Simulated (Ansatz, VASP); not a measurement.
**CeHf3O8 in VASP and in Ansatz**

```
Ce Hf O
1.0
     3.85516    0.00000    0.00000
     0.00000    3.85516    0.00000
     0.00000    0.00000   10.90404
Ce Hf O
1 3 8
Direct
  0.50000 0.50000 0.50000
  0.00000 0.00000 0.75000
  0.50000 0.50000 0.00000
  0.00000 0.00000 0.25000
  0.50000 0.00000 0.87500
  0.00000 0.50000 0.12500
  0.50000 0.00000 0.37500
  0.00000 0.50000 0.62500
  0.50000 0.00000 0.12500
  0.00000 0.50000 0.37500
  0.50000 0.00000 0.62500
  0.00000 0.50000 0.87500
```

Alike in both runs: task single point; functional PBE; k mesh 4 × 4 × 2; occupations gaussian, width 0.1 eV; no spin polarisation.

|  | VASP | Ansatz |
| --- | --- | --- |
| version | VASP 6.6.1 | Ansatz 0.2.0 |
| potentials or method | VASP PAW PBE potentials, release 64 (Ce, Hf_pv, O), cutoff 520 eV | scalar-relativistic, plane waves, PAW |
| valence electrons in the cell | 90 | 138 |

Ansatz gave:

* gap on the k mesh at the Fermi level (eV): 1.67
* least direct gap on the mesh (eV): 1.69
* pressure (GPa): -23.9
* traceless stress, the component that is largest in VASP (GPa): -0.28
* rms of the force components (eV/Å): 0.477

Question: Which values does VASP return?

Answer: gap on the k mesh at the Fermi level (eV): 1.66; least direct gap on the mesh (eV): 1.68; pressure (GPa): -25.4; traceless stress, the component that is largest in VASP (GPa): -0.28; rms of the force components (eV/Å): 0.505.

Atom by atom the forces differ by 0.029 eV/Å (rms over components). With one functional, cell and mesh, what is left measures potentials, basis and numerics. VASP's potentials hold 90 valence electrons a cell and Ansatz's 138, so a difference there can come from the potentials and not from the codes.

Spin-orbit coupling is off throughout.
